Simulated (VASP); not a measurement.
Set up this calculation in VASP 6.6.1, as the native input.

```yaml
Task: single point
Functional: PBE
Potentials_or_basis: VASP PAW PBE potentials, release 64 (Mo_sv, W_sv)
Cutoff: 520 eV
k_mesh: 14 × 14 × 8
Occupations: gaussian, width 0.1 eV
Spin: no spin polarisation
Dipole_correction: no
Further_INCAR_settings: ALGO = Fast; EDIFF = 1e-06; NBANDS = 36
```

The structure of Mo3W lies in POSCAR:

```
Mo3W
1.0
    3.1659416499      0.0000000000      0.0000000000
    0.0000000000      3.1659416499      0.0000000000
    0.0000000000      0.0000000000      6.3365005374
Mo W
3 1
Direct
    0.0000000000      0.0000000000      0.7506734125
    0.5000000000      0.5000000000      0.0000000000
    0.0000000000      0.0000000000      0.2493265875
    0.5000000000      0.5000000000      0.5000000000
```

The input as run:

INCAR

```
SYSTEM = Mo3W
ALGO = Fast
EDIFF = 1E-6
ENCUT = 520
GGA = PE
ISIF = 2
ISMEAR = 0
LASPH = .TRUE.
LCHARG = .TRUE.
LELF = .TRUE.
LREAL = .FALSE.
LVHAR = .TRUE.
LWAVE = .FALSE.
NBANDS = 36
NELM = 60
PREC = Accurate
SIGMA = 0.1
```

KPOINTS

```
k-points
0
G
  14 14 8
  0 0 0
```

Potentials or basis: VASP PAW PBE potentials, release 64 (Mo_sv, W_sv).

Launch:

```bash
$ cat potpaw_PBE.64/Mo_sv/POTCAR potpaw_PBE.64/W_sv/POTCAR > POTCAR
$ mpirun -np 1 vasp_std > vasp.out
```

Results of the run:

```json
{
  "Pressure": "0.5 GPa",
  "Largest force": "0.010 eV/Å",
  "Band gap on the k mesh": "zero (bands 28 and 29 overlap by 1.90 eV)"
}
```

Caveat: spin-orbit coupling is left out, which moves the levels of the heavy elements.

Run time: 6 min on 1 thread of Intel(R) Xeon(R) Platinum 8375C CPU @ 2.90GHz (Ice Lake), on a shared host, peak memory 0.42 GiB.
